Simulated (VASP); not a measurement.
Input of a VASP 6.6.1 run:

File INCAR:

```
SYSTEM = MgRh
PREC = Accurate ; ENCUT = 600
EDIFF = 1E-8 ; ISMEAR = -1
SIGMA = 0.15 ; LREAL = .False.
LASPH = .True. ; NELM = 100
ALGO = Normal ; ISIF = 3
LWAVE = .False. ; LCHARG = .False.
GGA = CA ; IBRION = 6
NFREE = 2 ; POTIM = 0.015
NSW = 1
```

The input KPOINTS:

```
regular mesh
0
Gamma
  14 14 14
  0 0 0
```

POSCAR

```
MgRh
1.0
    3.0497045441      0.0000000000      0.0000000000
    0.0000000000      3.0497045441      0.0000000000
    0.0000000000      0.0000000000      3.0497045441
Mg Rh
1 1
Direct
    0.0000000000      0.0000000000      0.0000000000
    0.5000000000      0.5000000000      0.5000000000
```

Potentials or basis: VASP PAW LDA potentials, release 64 (Mg, Rh_pv).

Command:

```console
$ cat potpaw_LDA.64/Mg/POTCAR potpaw_LDA.64/Rh_pv/POTCAR > POTCAR
$ mpirun -np 1 vasp_std > vasp.out
```

(1) Estimate the elastic constants C11, C12, C44.

(2) What does it give for the Voigt bulk modulus?

(3) What does it give for the highest phonon frequency at Γ?

## Answers

(1) 197, 111, 87 GPa.

(2) 140 GPa.

(3) 294 cm⁻¹.
